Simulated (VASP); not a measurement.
A run of VASP 6.6.1 is set up as follows.

Contents of INCAR:

```
PREC = Accurate
ENCUT = 520
EDIFF = 1E-8
ISMEAR = -1
SIGMA = 0.01
LREAL = Auto
LASPH = T
NELM = 100
ALGO = Normal
ISIF = 2
LWAVE = F
LCHARG = F
GGA = PE
LEFG = T
NELECT = 208.0
NBANDS = 122
```

File KPOINTS:

```
regular mesh
0
Gamma
  3 3 3
```

POSCAR

```
SbPb8O15
1.0
    0.0000000000      5.9510000000      5.4970000000
    4.9470000000      0.0000000000      5.4970000000
    4.9470000000      5.9510000000      0.0000000000
Pb Sb O
8 1 15
Direct
    0.2140000000      0.0360000000      0.9640000000
    0.7140000000      0.5360000000      0.4640000000
    0.2860000000      0.4640000000      0.0360000000
    0.7860000000      0.9640000000      0.5360000000
    0.7860000000      0.9640000000      0.0360000000
    0.2860000000      0.4640000000      0.5360000000
    0.2140000000      0.0360000000      0.4640000000
    0.7140000000      0.5360000000      0.9640000000
    0.2795000000      0.1455000000      0.1305000000
    0.7795000000      0.6455000000      0.6305000000
    0.3955000000      0.5295000000      0.6945000000
    0.8955000000      0.0295000000      0.1945000000
    0.9445000000      0.6305000000      0.1455000000
    0.4445000000      0.1305000000      0.6455000000
    0.8805000000      0.1945000000      0.5295000000
    0.3805000000      0.6945000000      0.0295000000
    0.2205000000      0.3545000000      0.3695000000
    0.7205000000      0.8545000000      0.8695000000
    0.1045000000      0.9705000000      0.8055000000
    0.6045000000      0.4705000000      0.3055000000
    0.5555000000      0.8695000000      0.3545000000
    0.0555000000      0.3695000000      0.8545000000
    0.6195000000      0.3055000000      0.9705000000
    0.1195000000      0.8055000000      0.4705000000
```

Potentials or basis: VASP PAW PBE potentials, release 64 (Pb_d, Sb, O).

Command:

```console
$ cat potpaw_PBE.64/Pb_d/POTCAR potpaw_PBE.64/Sb/POTCAR potpaw_PBE.64/O/POTCAR > POTCAR
$ mpirun -np 1 vasp_std > vasp.out
```

Task: What does it give for the largest force?

Result: 16.241 eV/Å.

Electric field gradients, principal values (V/Å²):
| atom | least | middle | greatest (by size) |
| --- | --- | --- | --- |
| 1 Pb | 299.840 | 315.790 | -615.629 |
| 2 Pb | 22.115 | 45.888 | -68.003 |
| 3 Pb | 258.931 | 354.354 | -613.285 |
| 4 Pb | 12.836 | 47.645 | -60.481 |
| 5 Pb | -1.064 | -59.701 | 60.764 |
| 6 Pb | 4.324 | 55.374 | -59.699 |
| 7 Pb | 229.495 | 326.159 | -555.655 |
| 8 Pb | 21.428 | 38.848 | -60.276 |
| 9 Sb | -33.095 | -52.017 | 85.112 |
| 10 O | 39.651 | 76.367 | -116.018 |
| 11 O | 50.637 | 57.633 | -108.270 |
| 12 O | 18.548 | 87.818 | -106.366 |
| 13 O | 44.930 | 60.685 | -105.615 |
| 14 O | 28.147 | 81.008 | -109.154 |
| 15 O | 28.900 | 74.595 | -103.495 |
| 16 O | 42.082 | 67.316 | -109.398 |
| 17 O | 17.524 | 82.899 | -100.423 |
| 18 O | 32.638 | 68.898 | -101.535 |
| 19 O | 36.588 | 86.546 | -123.135 |
| 20 O | 37.972 | 77.365 | -115.336 |
| 21 O | 42.853 | 63.648 | -106.502 |
| 22 O | 20.470 | 80.657 | -101.127 |
| 23 O | 27.742 | 81.843 | -109.585 |
| 24 O | 22.601 | 72.319 | -94.921 |

Caveat: the cell carries a net charge on a neutralising background, which shifts energy and pressure; without QUAD_EFG the Cq values of the log hold for a quadrupole moment of 1 mb, not for the nuclei.
